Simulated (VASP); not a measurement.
The system is ZnS.

```
CELL_PARAMETERS angstrom
0.00000 2.69410 2.56532
2.69410 0.00000 2.56532
2.69410 2.69410 0.00000
ATOMIC_POSITIONS crystal
Zn 0.25000 0.25000 0.25000
S 0.00000 0.00000 0.00000
```

This cell differs from its parent crystal: uniaxial z strain -4.8%.

Base run:

| Item | Value |
| --- | --- |
| Program | VASP 6.6.1 |
| Functional | r2SCAN |
| Potentials or basis | VASP PAW PBE potentials, release 64 (Zn, S) |
| Cutoff | 520 eV |
| k mesh | 8 × 8 × 8 |
| Occupations | gaussian, width 0.01 eV |
| Spin | no spin polarisation |

Its results: band gap on the k mesh 2.83 eV, direct; pressure 4.3 GPa.

Problem. The run is repeated on the same cell with these changes: functional from r2SCAN to PBE; occupations from gaussian, width 0.01 eV to fermi-dirac, width 0.02 eV. What comes out?

Solution. Band gap on the k mesh 2.26 eV, direct; pressure 6.7 GPa.

Caveats: the PAW data sets were made with another functional, which shifts forces and pressure a little (some runs).

A k mesh can miss the band edges.
